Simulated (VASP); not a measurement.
A run of VASP 6.6.1 is set up as follows.

File INCAR:

```
SYSTEM = ReSbN
PREC = Accurate
ENCUT = 520
EDIFF = 1E-7
ISMEAR = -1
SIGMA = 0.05
LREAL = .False.
LASPH = .True.
NELM = 100
ALGO = Normal
ISIF = 2
LWAVE = .False.
LCHARG = .False.
NBANDS = 26
```

The input KPOINTS:

```
Automatic mesh
0
Gamma
  8 8 3
  0 0 0
```

File POSCAR:

```
ReSbN
1.0
    3.3667734222      0.0000000000      0.0000000000
    0.0000000000      3.3667734222      0.0000000000
    0.0000000000      0.0000000000      8.4132352362
Re Sb N
2 2 2
Direct
    0.0000000000      0.5000000000      0.8725564491
    0.5000000000      0.0000000000      0.1274435509
    0.0000000000      0.5000000000      0.3340232965
    0.5000000000      0.0000000000      0.6659767035
    0.0000000000      0.0000000000      0.0000000000
    0.5000000000      0.5000000000      0.0000000000
```

Potentials or basis: VASP PAW LDA potentials, release 64 (Re, Sb, N).

The run is started by

```sh
$ cat potpaw_LDA.64/Re/POTCAR potpaw_LDA.64/Sb/POTCAR potpaw_LDA.64/N/POTCAR > POTCAR
$ mpirun -np 1 vasp_std > vasp.out
```

(1) Estimate the band gap on the k mesh.

(2) Estimate the pressure.

(3) Estimate the largest force.

Results:

(1) zero (band 17 reaches 9.42 eV, above the bottom of band 18 at 7.54 eV).

(2) 2.6 GPa.

(3) 0.506 eV/Å.

Caveat: spin-orbit coupling is left out, which moves the levels of the heavy elements.
